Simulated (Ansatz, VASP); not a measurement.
## Two plane-wave programs on Cu

```
Cu
1.0
     0.00000    1.83302    1.81487
     1.81487    0.00000    1.81487
     1.81487    1.83302    0.00000
Cu
1
Direct
  0.00000 0.00000 0.00000
```

Change from the starting cell: strain +0.0100 x Voigt [0, 1, 0, 0, 0, 0], atoms carried along.

Alike in both runs: task single point; functional PBE; k mesh 28 × 28 × 28; occupations gaussian, width 0.15 eV; no spin polarisation.

```csv
,VASP,Ansatz
version,VASP 6.6.1,Ansatz 0.2.0
potentials or method,"VASP PAW PBE potentials, release 64 (Cu), cutoff 520 eV","scalar-relativistic, plane waves, PAW"
valence electrons in the cell,11,19
```

|  | VASP | Ansatz | Ansatz less VASP |
| --- | --- | --- | --- |
| gap on the k mesh at the Fermi level (eV) | none | none | - |
| pressure (GPa) | -0.8 | -1.4 | -0.57 |
| traceless stress, the component that is largest in VASP (GPa) | -0.40 | -0.40 | -0.002 |

A gap of «none» marks a metal or a gap that the smearing closes. VASP's potentials hold 11 valence electrons a cell and Ansatz's 19, so a difference there can come from the potentials and not from the codes.
